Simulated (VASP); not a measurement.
# B2N (I4/mmm) in VASP: single point with PBE

Aim: the single point of B2N with PBE.

Program: VASP 6.6.1. These are calculated values, not measurements. Logs are shortened: lines on timing, memory, paths and dates and some standing lists are left out, and cuts for length are marked.

**1. The cell of the first run**

Symmetry: I4/mmm, No. 139, tetragonal system. The conventional cell has a = 3.610 Å, b = 3.610 Å, c = 7.504 Å, α = 90.00°, β = 90.00°, γ = 90.00°. B (site symmetry m2m) has 2 N at 1.65 Å and 4 B at 1.75 to 1.86 Å within 2.2 Å. N (site symmetry 4mm) has 4 B at 1.65 Å and 1 N at 2.17 Å within 2.2 Å.

The cell was generated, and may not be a known phase.

**2. Single point, PBE**

Input file INCAR:

```
SYSTEM = B2N
PREC = Accurate ; ENCUT = 1330
EDIFF = 1E-6 ; ISMEAR = 0
SIGMA = 0.1 ; LREAL = .FALSE.
LASPH = .TRUE. ; NELM = 120
ALGO = Normal ; ISIF = 2
LWAVE = .FALSE. ; LCHARG = .TRUE.
GGA = PE ; LELF = .TRUE.
LVHAR = .TRUE. ; NBANDS = 20
GGA_COMPAT = .FALSE.
```

Input file KPOINTS:

```
regular mesh
0
G
  6 6 6
  0 0 0
```

Input file POSCAR:

```
B2N
1.0
   -1.8051280899      1.8051280899      3.7518340360
    1.8051280899     -1.8051280899      3.7518340360
    1.8051280899      1.8051280899     -3.7518340360
B N
4 2
Direct
    0.2569450301      0.2569450301      0.5138900601
    0.2569450301      0.7430549699      0.0000000000
    0.7430549699      0.2569450301      0.0000000000
    0.7430549699      0.7430549699      0.4861099399
    0.6446408721      0.6446408721      0.0000000000
    0.3553591279      0.3553591279      0.0000000000
```

Potentials or basis: VASP PAW PBE potentials, release 64 (B_h, N_h).

Run with:

```bash
cat potpaw_PBE.64/B_h/POTCAR potpaw_PBE.64/N_h/POTCAR > POTCAR
mpirun -np 1 vasp_std > vasp.out
```

OUTCAR:

```text
SYSTEM = B2N
   PREC = Accurate
   ENCUT = 1330
   EDIFF = 1E-6
   ISMEAR = 0
   LREAL = .FALSE.
   LASPH = .TRUE.
   NELM = 120
   ISIF = 2
   GGA = PE

 ion  position               nearest neighbor table
   1  0.257  0.257  0.514-
   2  0.257  0.743  0.000-
   3  0.743  0.257  0.000-
   4  0.743  0.743  0.486-
   5  0.645  0.645  0.000-
   6  0.355  0.355  0.000-

  LATTYP: Found a body centered tetragonal cell.
 ALAT       =     3.6102561798
 C/A-ratio  =     2.0784309197

  Lattice vectors:

 A1 = (  -1.8051280899,   1.8051280899,   3.7518340360)
 A2 = (   1.8051280899,  -1.8051280899,   3.7518340360)
 A3 = (   1.8051280899,   1.8051280899,  -3.7518340360)

Analysis of symmetry for initial positions (statically):
=====================================================================
 Subroutine PRICEL returns:
 Original cell was already a primitive cell.

 Routine SETGRP: Setting up the symmetry group for a
 body centered tetragonal supercell.

 Subroutine GETGRP returns: Found 16 space group operations
 (whereof 16 operations were pure point group operations)
 out of a pool of 16 trial point group operations.

The static configuration has the point symmetry D_4h.

Analysis of symmetry for dynamics (positions and initial velocities):
=====================================================================
 Subroutine PRICEL returns:
 Original cell was already a primitive cell.

 Routine SETGRP: Setting up the symmetry group for a
 body centered tetragonal supercell.

 Subroutine GETGRP returns: Found 16 space group operations
 (whereof 16 operations were pure point group operations)
 out of a pool of 16 trial point group operations.

The dynamic configuration has the point symmetry D_4h.

 Subroutine INISYM returns: Found 16 space group operations
 (whereof 16 operations are pure point group operations),
 and found     1 'primitive' translations

----------------------------------------------------------------------------------------

                                     Primitive cell

  volume of cell :      48.9012

  direct lattice vectors                    reciprocal lattice vectors
    -1.805128090  1.805128090  3.751834036     0.000000000  0.276988654  0.133268155
     1.805128090 -1.805128090  3.751834036     0.276988654  0.000000000  0.133268155
     1.805128090  1.805128090 -3.751834036     0.276988654  0.276988654  0.000000000

  length of vectors
     4.537976804  4.537976804  4.537976804     0.307381059  0.307381059  0.391721111

  position of ions in fractional coordinates (direct lattice)
     0.256945030  0.256945030  0.513890060
     0.256945030  0.743054970  0.000000000
     0.743054970  0.256945030  0.000000000
     0.743054970  0.743054970  0.486109940
     0.644640872  0.644640872  0.000000000
     0.355359128  0.355359128  0.000000000

  ion indices of the primitive-cell ions
   primitive index   ion index
                 1           1
                 2           2
                 3           3
                 4           4
                 5           5
                 6           6

----------------------------------------------------------------------------------------

 KPOINTS: regular mesh

Automatic generation of k-mesh.
 Grid dimensions read from file:
 generate k-points for:    6    6    6

 Generating k-lattice:

  Cartesian coordinates                     Fractional coordinates (reciprocal lattice)
     0.000000000  0.046164776  0.022211359     0.166666667  0.000000000 -0.000000000
     0.046164776  0.000000000  0.022211359     0.000000000  0.166666667 -0.000000000
     0.046164776  0.046164776  0.000000000     0.000000000  0.000000000  0.166666667

  Length of vectors
     0.051230177  0.051230177  0.065286852

  Shift w.r.t. Gamma in fractional coordinates (k-lattice)
     0.000000000  0.000000000  0.000000000

 Subroutine IBZKPT returns following result:
 ===========================================

 Found     30 irreducible k-points:

 Following reciprocal coordinates:
            Coordinates               Weight
  0.000000  0.000000  0.000000      1.000000
  0.166667  0.000000 -0.000000      8.000000
  0.333333 -0.000000  0.000000      8.000000
  0.500000  0.000000 -0.000000      4.000000
  0.166667  0.166667 -0.000000      8.000000
  0.333333  0.166667 -0.000000     16.000000
[... 16 lines left out ...]
 -0.333333 -0.333333  0.166667      8.000000
 -0.166667 -0.333333  0.166667      8.000000
 [... further k-points ...]
   k-points           NKPTS =     30   k-points in BZ     NKDIM =     30   number of bands    NBANDS=     20
   number of dos      NEDOS =    301   number of ions     NIONS =      6
   total plane-waves  NPLWV = 157464
   dimension x,y,z NGX =    54 NGY =   54 NGZ =   54
   dimension x,y,z NGXF=   108 NGYF=  108 NGZF=  108
   ions per type =               4   2
   NGX,Y,Z   is equivalent  to a cutoff of  19.78, 19.78, 19.78 a.u.
   NGXF,Y,Z  is equivalent  to a cutoff of  39.57, 39.57, 39.57 a.u.
 SYSTEM =  B2N
   PREC   = accura    normal or accurate (medium, high low for compatibility)
   ISTART =      0    job   : 0-new  1-cont  2-samecut
   ICHARG =      2    charge: 1-file 2-atom 10-const
   ISPIN  =      1    spin polarized calculation?
   LNONCOLLINEAR =      F non collinear calculations
   LSORBIT =      F    spin-orbit coupling
   LASPH  =      T    aspherical Exc in radial PAW
   ENCUT  = 1330.0 eV  97.75 Ry    9.89 a.u.  13.49 13.49 13.49*2*pi/ulx,y,z
   NELM   =    120;   NELMIN=  2; NELMDL= -5     # of ELM steps
   EDIFF  = 0.1E-05   stopping-criterion for ELM
   LREAL  =      F    real-space projection
   EDIFFG = 0.1E-04   stopping-criterion for IOM
   NSW    =      0    number of steps for IOM
   IBRION =     -1    ionic relax: 0-MD 1-quasi-New 2-CG
   NFREE  =      0    steps in history (QN), initial steepest desc. (CG)
   ISIF   =      2    stress and relaxation
   ISYM   =      2    0-nonsym 1-usesym 2-fastsym
   POTIM  = 0.5000    time-step for ionic-motion
   TEBEG  =    0.0;   TEEND  =   0.0 temperature during run
   PSTRESS=    0.0 pullay stress
   NELECT =      22.0000    total number of electrons
   NUPDOWN=      -1.0000    fix difference up-down
   EMIN   =  10.00;   EMAX   =-10.00  energy-range for DOS
   EFERMI =   0.00;   METHOD = LEGACY
   ISMEAR =     0;   SIGMA  =   0.10  broadening in eV -4-tet -1-fermi 0-gaus
   EFERMI_NEDOS =   21; number of points for ismear=-14 and -15
   IALGO  =     38    algorithm
   IMIX   =      4    mixing-type and parameters
     AMIX     =   0.40;   BMIX     =  1.00
     AMIX_MAG =   1.60;   BMIX_MAG =  1.00
  volume/ion in A,a.u.               =       8.15        55.00
  Fermi-wavevector in a.u.,A,eV,Ry     =   1.254419  2.370508 21.409667  1.573566
  Thomas-Fermi vector in A             =   2.388224
   LORBIT       =      0    0 simple, 1 ext, 2 COOP (PROOUT), +10 PAW based schemes
   GGA     = PE    functional components
   LHFCALC =     F    Hartree Fock is set to
   AEXX    =    0.0000 exact exchange contribution
   IVDW    =     0    specifies the selected vdW correction
   LEPSILON=     F    determine dielectric tensor
   LRPA    =     F    only Hartree local field effects (RPA)
 non-spin polarized calculation
 Gauss-broadening in eV      SIGMA  =   0.10
  energy-cutoff  :     1330.00
  volume of cell :       48.90
 maximum number of plane-waves:      5431
 NGX is ok and might be reduce to    54
   NGX = 27   NGY = 27   NGZ = 27

 number of electron      22.0000000 magnetization

 Free energy of the ion-electron system (eV)
  ---------------------------------------------------
  ext. energy  EPLUGINS =         0.00000000
  ---------------------------------------------------
  free energy    TOTEN  =       -38.76123066 eV

  energy without entropy =      -38.74960384  energy(sigma->0) =      -38.75541725

 E-fermi :   5.6733     XC(G=0): -11.0410

 val. band max:        5.6625468929   @ k =   0.3333   0.1667   0.1667
 cond. band min:       5.7084583689   @ k =  -0.3333   0.5000   0.3333
 fundamental gap:      0.0459114760
 Fermi energy:         5.6732807655

 k-point     1 :       0.0000    0.0000    0.0000
  band No.  band energies     occupation
      1     -14.5623      2.00000
      2      -8.5014      2.00000
      3      -3.5530      2.00000
      4      -1.5158      2.00000
      5      -1.5158      2.00000
      6      -0.8993      2.00000
[... 12 lines left out ...]
     19      15.4241      0.00000
     20      16.5517      0.00000

 k-point     2 :       0.1667    0.0000   -0.0000
  band No.  band energies     occupation
      1     -14.4635      2.00000
      2      -8.5522      2.00000
      3      -4.3306      2.00000
      4      -1.9055      2.00000
      5      -1.5431      2.00000
      6      -0.0876      2.00000
[... 12 lines left out ...]
     19      16.1002      0.00000
     20      16.4914      0.00000

 k-point     3 :       0.3333   -0.0000    0.0000
  band No.  band energies     occupation
      1     -14.2492      2.00000
      2      -8.6638      2.00000
      3      -5.5065      2.00000
      4      -1.5889      2.00000
      5      -1.3498      2.00000
      6      -0.4476      2.00000
[... 12 lines left out ...]
     19      17.3860      0.00000
     20      17.6487      0.00000

 k-point     4 :       0.5000    0.0000   -0.0000
  band No.  band energies     occupation
      1     -14.1318      2.00000
      2      -8.7286      2.00000
      3      -5.9726      2.00000
      4      -1.6083      2.00000
      5      -0.7889      2.00000
      6      -0.6033      2.00000
[... 429 lines left out ...]
 k-point    23 :      -0.3333   -0.3333    0.1667
  band No.  band energies     occupation
      1     -14.2443      2.00000
      2      -9.0272      2.00000
      3      -4.4873      2.00000
      4      -3.5209      2.00000
      5      -0.4525      2.00000
      6       0.4200      2.00000
[... 12 lines left out ...]
     19      16.9893      0.00000
     20      17.2907      0.00000

 k-point    24 :      -0.1667   -0.3333    0.1667
  band No.  band energies     occupation
      1     -14.3671      2.00000
      2      -8.9164      2.00000
      3      -4.3328      2.00000
      4      -1.9815      2.00000
      5      -1.7125      2.00000
      6       0.1183      2.00000
[... 12 lines left out ...]
     19      16.3625      0.00000
     20      16.6334      0.00000

 [... further k-points ...]

------------------------ aborting loop because EDIFF is reached ----------------------------------------

  FORCE on cell =-STRESS in cart. coord.  units (eV):
  Direction    XX          YY          ZZ          XY          YZ          ZX
  --------------------------------------------------------------------------------------
  -------------------------------------------------------------------------------------
  Total       -0.0529274     -0.0529274      0.0498666      0.0000000      0.0000000      0.0000000
  in kB       -1.7340892     -1.7340892      1.6338062      0.0000000      0.0000000      0.0000000
  external PRESSURE =      -0.6114574 kB  Pullay stress =       0.0000000 kB

 VOLUME and BASIS-vectors are now :
 -----------------------------------------------------------------------------
  energy-cutoff  :     1330.00
  volume of cell :       48.90
      direct lattice vectors                 reciprocal lattice vectors
    -1.805128090  1.805128090  3.751834036     0.000000000  0.276988654  0.133268155
     1.805128090 -1.805128090  3.751834036     0.276988654  0.000000000  0.133268155
     1.805128090  1.805128090 -3.751834036     0.276988654  0.276988654  0.000000000

 POSITION                                       TOTAL-FORCE (eV/Angst)
 -----------------------------------------------------------------------------------
      0.92764      0.92764      0.00000         0.005148      0.005148      0.000000
      0.87749     -0.87749      3.75183        -0.005148      0.005148     -0.000000
     -0.87749      0.87749      3.75183         0.005148     -0.005148      0.000000
      0.87749      0.87749      3.75183        -0.005148     -0.005148     -0.000000
      0.00000      0.00000      4.83717         0.000000      0.000000      0.017583
      0.00000      0.00000      2.66650         0.000000      0.000000     -0.017583
 -----------------------------------------------------------------------------------
    total drift:                               -0.000000      0.000000     -0.000000

  FREE ENERGIE OF THE ION-ELECTRON SYSTEM (eV)
  ---------------------------------------------------
  free  energy   TOTEN  =       -38.7612306642 eV

  energy  without entropy=      -38.7496038441  energy(sigma->0) =      -38.75541725
```

It took 1.8 min on 1 thread of AMD EPYC 9R45 (Zen 5), shared host; peak memory 0.4 GiB.

What came out:

| Quantity | Value |
| --- | --- |
| Free energy | -38.7612 eV |
| Pressure | -0.1 GPa |
| Largest force | 0.018 eV/Å |
| Band gap on the k mesh | zero (bands 11 and 12 overlap by 0.39 eV) |

Forces on the atoms (eV/Å):
```
B    0.005  0.005  0.000
B   -0.005  0.005  0.000
B    0.005 -0.005  0.000
B   -0.005 -0.005  0.000
N    0.000  0.000  0.018
N    0.000  0.000 -0.018
```

Levels at points of the mesh, in eV from the Fermi level:
| k point | band 9 | band 10 | band 11 | band 12 | band 13 | band 14 |
| --- | --- | --- | --- | --- | --- | --- |
| (0.00, 0.00, 0.00) | -4.41 | -1.45 | 0.20 | 0.20 | 4.25 | 6.36 |
| (0.50, 0.00, 0.00) | -3.64 | -0.60 | -0.25 | 1.24 | 5.16 | 5.41 |
| (0.50, 0.50, 0.00) | -1.20 | -0.24 | -0.20 | 2.89 | 3.98 | 5.80 |
| (0.50, 0.50, 0.50) | -3.45 | -1.14 | 0.14 | 0.14 | 2.29 | 6.50 |

Caveat: semilocal functionals underestimate gaps, and a narrow one can read as zero.

The gap in the log of VASP goes by the Fermi energy; the results here count the filled bands.